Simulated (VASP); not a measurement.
Input of a VASP 6.6.1 run:

File INCAR:

```
SYSTEM = Sn4O7
ALGO     = Normal         ! electronic algorithm
EDIFF    = 1E-6           ! SCF threshold, eV
ENCUT    = 520            ! plane-wave cutoff, eV
GGA_COMPAT= .FALSE.      
ISIF     = 2              ! what is computed and relaxed
ISMEAR   = 0              ! smearing method
LASPH    = .TRUE.         ! aspherical terms in the spheres
LCHARG   = .FALSE.        ! write CHGCAR
LREAL    = .FALSE.        ! projectors in reciprocal space
LWAVE    = .FALSE.        ! write WAVECAR
NBANDS   = 60             ! bands
NELM     = 120            ! most SCF steps
PREC     = Accurate       ! precision mode
SIGMA    = 0.05           ! smearing width, eV
```

Contents of KPOINTS:

```
k-points
0
G
  4 4 2
  0 0 0
```

POSCAR

```
Sn4O7
1.0
    4.7380000000      0.0000000000      0.0000000000
    0.0000000000      4.7380000000      0.0000000000
    0.0000000000      0.0000000000      6.3730000000
Sn O
4 7
Direct
    0.0000000000      0.0000000000      0.0000000000
    0.5000000000      0.5000000000      0.2500000000
    0.0000000000      0.0000000000      0.5000000000
    0.5000000000      0.5000000000      0.7500000000
    0.1929000000      0.8071000000      0.2500000000
    0.6929000000      0.6929000000      0.0000000000
    0.8071000000      0.1929000000      0.2500000000
    0.3071000000      0.3071000000      0.5000000000
    0.1929000000      0.8071000000      0.7500000000
    0.6929000000      0.6929000000      0.5000000000
    0.8071000000      0.1929000000      0.7500000000
```

Potentials or basis: VASP PAW LDA potentials, release 64 (Sn_d, O).

Run with:

```console
$ cat potpaw_LDA.64/Sn_d/POTCAR potpaw_LDA.64/O/POTCAR > POTCAR
$ mpirun -np 1 vasp_std > vasp.out
```

(1) What does it give for the largest force?

(2) What does it give for the band gap on the k mesh?

(3) Estimate the pressure.

Results:

(1) 0.858 eV/Å.

(2) 0.09 eV.

(3) 2.5 GPa.

Caveat: the k points lie up to 0.49 Å⁻¹ apart; spin-orbit coupling is left out, which moves the levels of the heavy elements.
